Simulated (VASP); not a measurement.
# ZrGe4Mo (F-43m) in VASP: notebook, part 2 of 2

VASP 6.6.1.

## (5) Single point, PBE

INCAR

```
SYSTEM = ZrGe4Mo
PREC = Accurate
ENCUT = 520
EDIFF = 1E-7
ISMEAR = 0
SIGMA = 0.1
LREAL = .False.
LASPH = .True.
NELM = 60
ALGO = Normal
ISIF = 2
LWAVE = .False.
LCHARG = .False.
GGA = PE
NBANDS = 50
```

KPOINTS

```
Automatic mesh
0
Gamma
  10 10 10
  0 0 0
```

POSCAR

```
ZrGe4Mo
1.0
    0.0000000000      3.7777338949      3.7777338949
    3.7777338949      0.0000000000      3.7777338949
    3.7777338949      3.7777338949      0.0000000000
Zr Ge Mo
1 4 1
Direct
    0.0000000000      0.0000000000      0.0000000000
    0.6245994857      0.6245994857      0.6245994857
    0.1262015429      0.6245994857      0.6245994857
    0.6245994857      0.1262015429      0.6245994857
    0.6245994857      0.6245994857      0.1262015429
    0.2500000000      0.2500000000      0.2500000000
```

Potentials or basis: VASP PAW PBE potentials, release 64 (Zr_sv, Ge_d, Mo_sv).

Command:

```
$ cat potpaw_PBE.64/Zr_sv/POTCAR potpaw_PBE.64/Ge_d/POTCAR potpaw_PBE.64/Mo_sv/POTCAR > POTCAR
$ mpirun -np 1 vasp_std > vasp.out
```

OUTCAR:

```text
SYSTEM = ZrGe4Mo
   PREC = Accurate
   ENCUT = 520
   EDIFF = 1E-7
   ISMEAR = 0
   LREAL = .False.
   LASPH = .True.
   NELM = 60
   ISIF = 2
   GGA = PE

 ion  position               nearest neighbor table
   1  0.000  0.000  0.000-   3 3.13   4 3.13   5 3.13   2 3.13   2 3.13   2 3.13   5 3.13   3 3.13
                             4 3.13   4 3.13   3 3.13   5 3.13   6 3.27   6 3.27   6 3.27   6 3.27
   2  0.625  0.625  0.625-   3 2.66   4 2.66   5 2.66   3 2.68   4 2.68   5 2.68   6 3.13   6 3.13
                             6 3.13   1 3.13   1 3.13   1 3.13
   3  0.126  0.625  0.625-   2 2.66   4 2.66   5 2.66   4 2.68   5 2.68   2 2.68   6 3.13   6 3.13
                             6 3.13   1 3.13   1 3.13   1 3.13
   4  0.625  0.126  0.625-   2 2.66   3 2.66   5 2.66   3 2.68   5 2.68   2 2.68   6 3.13   6 3.13
                             6 3.13   1 3.13   1 3.13   1 3.13
   5  0.625  0.625  0.126-   2 2.66   3 2.66   4 2.66   4 2.68   3 2.68   2 2.68   6 3.13   6 3.13
                             6 3.13   1 3.13   1 3.13   1 3.13
   6  0.250  0.250  0.250-   3 3.13   4 3.13   3 3.13   5 3.13   4 3.13   5 3.13   2 3.13   2 3.13
                             2 3.13   3 3.13   4 3.13   5 3.13   1 3.27   1 3.27   1 3.27   1 3.27

  LATTYP: Found a face centered cubic cell.
 ALAT       =     7.5554677898

  Lattice vectors:

 A1 = (   0.0000000000,   3.7777338949,   3.7777338949)
 A2 = (   3.7777338949,   0.0000000000,   3.7777338949)
 A3 = (   3.7777338949,   3.7777338949,   0.0000000000)

Analysis of symmetry for initial positions (statically):
=====================================================================
 Subroutine PRICEL returns:
 Original cell was already a primitive cell.

 Routine SETGRP: Setting up the symmetry group for a
 face centered cubic supercell.

 Subroutine GETGRP returns: Found 24 space group operations
 (whereof 24 operations were pure point group operations)
 out of a pool of 48 trial point group operations.

The static configuration has the point symmetry T_d .

Analysis of symmetry for dynamics (positions and initial velocities):
=====================================================================
 Subroutine PRICEL returns:
 Original cell was already a primitive cell.

 Routine SETGRP: Setting up the symmetry group for a
 face centered cubic supercell.

 Subroutine GETGRP returns: Found 24 space group operations
 (whereof 24 operations were pure point group operations)
 out of a pool of 48 trial point group operations.

The dynamic configuration has the point symmetry T_d .

 Subroutine INISYM returns: Found 24 space group operations
 (whereof 24 operations are pure point group operations),
 and found     1 'primitive' translations

----------------------------------------------------------------------------------------

                                     Primitive cell

  volume of cell :     107.8261

  direct lattice vectors                    reciprocal lattice vectors
     0.000000000  3.777733895  3.777733895    -0.132354479  0.132354479  0.132354479
     3.777733895  0.000000000  3.777733895     0.132354479 -0.132354479  0.132354479
     3.777733895  3.777733895  0.000000000     0.132354479  0.132354479 -0.132354479

  length of vectors
     5.342522509  5.342522509  5.342522509     0.229244682  0.229244682  0.229244682

  position of ions in fractional coordinates (direct lattice)
[... 47 lines left out ...]
  0.300000  0.000000  0.000000      8.000000
  0.400000  0.000000  0.000000      8.000000
  0.500000  0.000000  0.000000      4.000000
[... 16 lines left out ...]
  0.300000  0.300000  0.000000      6.000000
  0.400000  0.300000  0.000000     24.000000
 [... further k-points ...]
   k-points           NKPTS =     47   k-points in BZ     NKDIM =     47   number of bands    NBANDS=     50
   number of dos      NEDOS =    301   number of ions     NIONS =      6
   total plane-waves  NPLWV =  64000
   dimension x,y,z NGX =    40 NGY =   40 NGZ =   40
   dimension x,y,z NGXF=    80 NGYF=   80 NGZF=   80
   ions per type =               1   4   1
   NGX,Y,Z   is equivalent  to a cutoff of  12.45, 12.45, 12.45 a.u.
   NGXF,Y,Z  is equivalent  to a cutoff of  24.89, 24.89, 24.89 a.u.
 SYSTEM =  ZrGe4Mo
   PREC   = accura    normal or accurate (medium, high low for compatibility)
   ISTART =      0    job   : 0-new  1-cont  2-samecut
   ICHARG =      2    charge: 1-file 2-atom 10-const
   ISPIN  =      1    spin polarized calculation?
   LNONCOLLINEAR =      F non collinear calculations
   LSORBIT =      F    spin-orbit coupling
   LASPH  =      T    aspherical Exc in radial PAW
   ENCUT  =  520.0 eV  38.22 Ry    6.18 a.u.   9.93  9.93  9.93*2*pi/ulx,y,z
   NELM   =     60;   NELMIN=  2; NELMDL= -5     # of ELM steps
   EDIFF  = 0.1E-06   stopping-criterion for ELM
   LREAL  =      F    real-space projection
   EDIFFG = 0.1E-05   stopping-criterion for IOM
   NSW    =      0    number of steps for IOM
   IBRION =     -1    ionic relax: 0-MD 1-quasi-New 2-CG
   NFREE  =      0    steps in history (QN), initial steepest desc. (CG)
   ISIF   =      2    stress and relaxation
   ISYM   =      2    0-nonsym 1-usesym 2-fastsym
   POTIM  = 0.5000    time-step for ionic-motion
   TEBEG  =    0.0;   TEEND  =   0.0 temperature during run
   PSTRESS=    0.0 pullay stress
   NELECT =      82.0000    total number of electrons
   NUPDOWN=      -1.0000    fix difference up-down
   EMIN   =  10.00;   EMAX   =-10.00  energy-range for DOS
   EFERMI =   0.00;   METHOD = LEGACY
   ISMEAR =     0;   SIGMA  =   0.10  broadening in eV -4-tet -1-fermi 0-gaus
   EFERMI_NEDOS =   21; number of points for ismear=-14 and -15
   IALGO  =     38    algorithm
   IMIX   =      4    mixing-type and parameters
     AMIX     =   0.40;   BMIX     =  1.00
     AMIX_MAG =   1.60;   BMIX_MAG =  1.00
  volume/ion in A,a.u.               =      17.97       121.27
  Fermi-wavevector in a.u.,A,eV,Ry     =   1.494301  2.823819 30.380932  2.232935
  Thomas-Fermi vector in A             =   2.606591
   LORBIT       =      0    0 simple, 1 ext, 2 COOP (PROOUT), +10 PAW based schemes
   GGA     = PE    functional components
   LHFCALC =     F    Hartree Fock is set to
   AEXX    =    0.0000 exact exchange contribution
   IVDW    =     0    specifies the selected vdW correction
   LEPSILON=     F    determine dielectric tensor
   LRPA    =     F    only Hartree local field effects (RPA)
 non-spin polarized calculation
 Gauss-broadening in eV      SIGMA  =   0.10
  energy-cutoff  :      520.00
  volume of cell :      107.83
 maximum number of plane-waves:      2924
   NGX = 19   NGY = 19   NGZ = 19

 number of electron      82.0000033 magnetization

 Free energy of the ion-electron system (eV)
  ---------------------------------------------------
  ext. energy  EPLUGINS =         0.00000000
  ---------------------------------------------------
  free energy    TOTEN  =       -35.09094869 eV

  energy without entropy =      -35.07264145  energy(sigma->0) =      -35.08179507

 E-fermi :   8.9667     XC(G=0): -11.8528

 val. band max:        8.9586279094   @ k =   0.1000   0.0000   0.0000
 cond. band min:       8.9922564628   @ k =   0.4000   0.2000   0.0000
 fundamental gap:      0.0336285535
 Fermi energy:         8.9666794904

 k-point     1 :       0.0000    0.0000    0.0000
  band No.  band energies     occupation
      1     -52.0059      2.00000
      2     -40.5726      2.00000
      3     -26.0790      2.00000
      4     -26.0790      2.00000
      5     -26.0790      2.00000
      6     -18.5937      2.00000
[... 1261 lines left out ...]
     49      12.5579      0.00000
     50      12.8065      0.00000

 [... further k-points ...]

------------------------ aborting loop because EDIFF is reached ----------------------------------------

  FORCE on cell =-STRESS in cart. coord.  units (eV):
  Direction    XX          YY          ZZ          XY          YZ          ZX
  --------------------------------------------------------------------------------------
  -------------------------------------------------------------------------------------
  Total        0.0718780      0.0718780      0.0718780     -0.0000000     -0.0000000     -0.0000000
  in kB        1.0680277      1.0680277      1.0680277     -0.0000000     -0.0000000     -0.0000000
  external PRESSURE =       1.0680277 kB  Pullay stress =       0.0000000 kB

 VOLUME and BASIS-vectors are now :
 -----------------------------------------------------------------------------
  energy-cutoff  :      520.00
  volume of cell :      107.83
      direct lattice vectors                 reciprocal lattice vectors
     0.000000000  3.777733895  3.777733895    -0.132354479  0.132354479  0.132354479
     3.777733895  0.000000000  3.777733895     0.132354479 -0.132354479  0.132354479
     3.777733895  3.777733895  0.000000000     0.132354479  0.132354479 -0.132354479

 POSITION                                       TOTAL-FORCE (eV/Angst)
 -----------------------------------------------------------------------------------
      0.00000      0.00000      0.00000        -0.000000     -0.000000     -0.000000
      4.71914      4.71914      4.71914         0.000527      0.000527      0.000527
      4.71914      2.83633      2.83633         0.000527     -0.000527     -0.000527
      2.83633      4.71914      2.83633        -0.000527      0.000527     -0.000527
      2.83633      2.83633      4.71914        -0.000527     -0.000527      0.000527
      1.88887      1.88887      1.88887        -0.000000     -0.000000     -0.000000
 -----------------------------------------------------------------------------------
    total drift:                               -0.000000     -0.000000     -0.000000

  FREE ENERGIE OF THE ION-ELECTRON SYSTEM (eV)
  ---------------------------------------------------
  free  energy   TOTEN  =       -35.0909486890 eV

  energy  without entropy=      -35.0726414506  energy(sigma->0) =      -35.08179507
```

OSZICAR:

```text
N       E                     dE             d eps       ncg     rms          rms(c)
DAV:   1     0.112412518192E+04    0.11241E+04   -0.38180E+04  5966   0.436E+03
DAV:   2     0.171234025122E+03   -0.95289E+03   -0.91967E+03  4924   0.109E+03
DAV:   3    -0.182585077726E+02   -0.18949E+03   -0.18376E+03  4876   0.276E+02
DAV:   4    -0.363223601932E+02   -0.18064E+02   -0.17313E+02  6662   0.840E+01
DAV:   5    -0.370338093945E+02   -0.71145E+00   -0.70408E+00  6592   0.157E+01    0.132E+01
DAV:   6    -0.365450113287E+02    0.48880E+00   -0.16002E+01  7438   0.156E+01    0.919E+00
DAV:   7    -0.355265625593E+02    0.10184E+01   -0.95811E+00  5774   0.100E+01    0.569E+00
DAV:   8    -0.351253941124E+02    0.40117E+00   -0.14955E+00  5682   0.422E+00    0.229E+00
DAV:   9    -0.350913285217E+02    0.34066E-01   -0.15318E-01  5368   0.175E+00    0.629E-01
DAV:  10    -0.350909772126E+02    0.35131E-03   -0.15487E-02  6928   0.782E-01    0.273E-01
DAV:  11    -0.350909611411E+02    0.16072E-04   -0.16157E-03  6104   0.255E-01    0.496E-02
DAV:  12    -0.350909477279E+02    0.13413E-04   -0.21924E-04  6480   0.101E-01    0.197E-02
DAV:  13    -0.350909473964E+02    0.33157E-06   -0.12985E-05  6416   0.277E-02    0.864E-03
DAV:  14    -0.350909489782E+02   -0.15818E-05   -0.22488E-06  5816   0.862E-03    0.285E-03
DAV:  15    -0.350909487427E+02    0.23551E-06   -0.39815E-07  4568   0.338E-03    0.583E-04
DAV:  16    -0.350909486890E+02    0.53651E-07   -0.30124E-08  3056   0.109E-03
   1 F= -.35090949E+02 E0= -.35081795E+02  d E =-.183072E-01
```

stdout:

```text
POSCAR found type information on POSCAR ZrGeMo
 POSCAR found :  3 types and       6 ions
 scaLAPACK will be used
 LDA part: xc-table for (Slater+PW92), standard interpolation
 POSCAR, INCAR and KPOINTS ok, starting setup
 FFT: planning ... GRIDC
 FFT: planning ... GRID_SOFT
 FFT: planning ... GRID
 WAVECAR not read
 entering main loop
```

Wall time 2.5 min (1 thread of Intel Xeon 6975P-C (Granite Rapids), shared host); peak memory 0.38 GiB.

What came out:

```
Free energy            : -35.0909 eV
Pressure               : 0.1 GPa
Band gap on the k mesh : zero (bands 41 and 42 overlap by 0.85 eV)
```

## (6) The runs side by side

```csv
task,cell,k mesh,cutoff (eV),gap on the mesh (eV),pressure (GPa)
single point,"a = 5.339 Å, angles 60.0°, 6 atoms, atomic positions A",4 × 4 × 4,520,none,0.1
single point,"a = 5.504 Å, angles 60.0°, 6 atoms, atomic positions B",4 × 4 × 4,520,none,-7.5
relaxation of cell and atoms,"relaxed from a = 5.504 Å, angles 60.0°, 6 atoms, atomic positions B",4 × 4 × 4,600,none,0.2
single point,"a = 5.343 Å, angles 60.0°, 6 atoms, atomic positions C",10 × 10 × 10,520,none,0.1
```

Alike in all rows: level PBE; potentials or basis VASP PAW PBE potentials, release 64 (Zr_sv, Ge_d, Mo_sv); no spin polarisation; smearing gaussian 0.1 eV.

Caveats: some runs use coarse meshes; the cell stands under tension (at least some runs).

Total energies depend on the potentials used, so only differences within one code and one set of settings carry meaning.

The gap in the log of VASP goes by the Fermi energy; the results here count the filled bands.